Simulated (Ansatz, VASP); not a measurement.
# Two plane-wave programs on Rb

```
CELL_PARAMETERS angstrom
0.00000 5.56481 -5.56481
5.56481 -5.56481 0.00000
-5.56481 -5.56481 -5.56481
ATOMIC_POSITIONS crystal
Rb 0.66667 0.33333 0.83333
Rb 0.33333 0.66667 0.66667
Rb 0.00000 0.00000 0.50000
Rb 0.66667 0.33333 0.33333
Rb 0.33333 0.66667 0.16667
Rb 0.00000 0.00000 0.00000
```

Alike in both runs: functional PBEsol; k mesh 6 × 6 × 4; occupations gaussian, width 0.1 eV; no spin polarisation.

Ansatz relaxed the structure, and its values are those at the end. VASP's run is a single point on that final structure, the one shown.

```csv
,VASP,Ansatz
version,VASP 6.6.1,Ansatz 0.2.0
potentials or method,"VASP PAW PBE potentials, release 64 (Rb_sv), cutoff 520 eV","scalar-relativistic, plane waves, PAW"
valence electrons in the cell,54,54
```

```tsv
	VASP	Ansatz	Ansatz less VASP
gap on the k mesh at the Fermi level (eV)	none	none	-
pressure (GPa)	0.0	0.0	0.00
```

VASP's potentials were made for PBE, not for PBEsol. A gap of «none» marks a metal or a gap that the smearing closes.
